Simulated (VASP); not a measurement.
Input of a VASP 6.6.1 run:

The input INCAR:

```
SYSTEM = MgO
ALGO = Normal ; EDIFF = 1E-6
ENCUT = 520 ; GGA = PE
ISIF = 2 ; ISMEAR = 1
LASPH = .True. ; LCHARG = .False.
LREAL = .False. ; LWAVE = .False.
NBANDS = 16 ; NELM = 100
PREC = Accurate ; SIGMA = 0.1
```

File KPOINTS:

```
k-points
0
Gamma
  8 8 5
  0 0 0
```

POSCAR

```
MgO
1.0
    3.3077869865      0.0000000000      0.0000000000
   -1.6538934933      2.8646275606      0.0000000000
    0.0000000000      0.0000000000      4.9828816700
Mg O
2 2
Direct
    0.6666666667      0.3333333333      0.5021597400
    0.3333333333      0.6666666667      0.0021597400
    0.6666666667      0.3333333333      0.9024402600
    0.3333333333      0.6666666667      0.4024402600
```

Potentials or basis: VASP PAW PBE potentials, release 64 (Mg, O).

Command:

```sh
$ cat potpaw_PBE.64/Mg/POTCAR potpaw_PBE.64/O/POTCAR > POTCAR
$ mpirun -np 1 vasp_std > vasp.out
```

(1) What does it give for the largest force?

(2) Estimate the band gap on the k mesh.

Answers

(1) 0.008 eV/Å.

(2) 3.46 eV.
